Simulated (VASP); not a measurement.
Runs of VASP 6.6.1 on CuO. It takes space group Cc (No. 9, monoclinic). The conventional cell has a = 4.689 Å, b = 3.427 Å, c = 5.132 Å, α = 90.00°, β = 99.65°, γ = 90.00°. Within 2.5 Å of Cu (site symmetry 1) lie 4 O at 1.91 to 2.02 Å. Within 2.5 Å of O (site symmetry 1) lie 4 Cu at 1.91 to 2.02 Å. 

| spin | fixed moment (μB) | gap on the mesh (eV) | pressure (GPa) | moment (μB) | largest force (eV/Å) |
| --- | --- | --- | --- | --- | --- |
| collinear, ferromagnetic start | 1.8 | - | (a) | 1.80 | 0.76 |
| off | - | none | -11.4 | - | 0.70 |
| collinear, zero start | 0.0 | - | -11.4 | 0.00 | 0.70 |
| collinear, ferromagnetic start | - | 1.36 | -9.0 | 2.00 | 0.76 |
| collinear | - | 1.36 | -9.0 | 2.00 | 0.76 |

Alike in all rows: task single point; level LDA+U; potentials or basis VASP PAW LDA potentials, release 64 (Cu_sv_GW, O); Cu d U = 8.0 eV; cell as given; k mesh 7 × 7 × 4; cutoff (eV) 820; smearing gaussian 0.05 eV.

Question: Estimate the missing entries.

Answer: (a) -9.1.

Caveats: the cell stands under tension; the total moment is fixed, so each spin has its own Fermi level and the state may be an excited one (at least some runs); U without spin polarisation on a metal has little footing (at least some runs); the total moment is fixed, so each spin has its own Fermi level (at least some runs).

A k mesh can miss the band edges.

A gap of «none» marks levels without a gap at the run's occupations.
